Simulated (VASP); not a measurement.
A run of VASP 6.6.1 is set up as follows.

Contents of INCAR:

```
SYSTEM = Os
PREC = Accurate ; ENCUT = 520
EDIFF = 1E-6 ; ISMEAR = -1
SIGMA = 0.1 ; LREAL = .FALSE.
LASPH = .TRUE. ; NELM = 60
ALGO = Normal ; ISIF = 2
LWAVE = .FALSE. ; LCHARG = .TRUE.
GGA = PE ; LELF = .TRUE.
LVHAR = .TRUE. ; NBANDS = 10
```

Contents of KPOINTS:

```
Automatic mesh
0
G
  19 19 19
  0 0 0
```

Contents of POSCAR:

```
Os
1.0
    0.0000000000      1.7068322173      1.7068322173
    1.7068322173      0.0000000000      1.7068322173
    1.7068322173      1.7068322173      0.0000000000
Os
1
Direct
    0.0000000000      0.0000000000      0.0000000000
```

Potentials or basis: VASP PAW PBE potentials, release 64 (Os).

Run with:

```bash
$ cat potpaw_PBE.64/Os/POTCAR > POTCAR
$ mpirun -np 1 vasp_std > vasp.out
```

Q: Estimate the band gap on the k mesh.

A: Zero (bands 4 and 5 overlap by 6.56 eV).

Q: Estimate the pressure.

A: 346.8 GPa.

Caveat: the cell stands under pressure; spin-orbit coupling is left out, which moves the levels of the heavy elements.
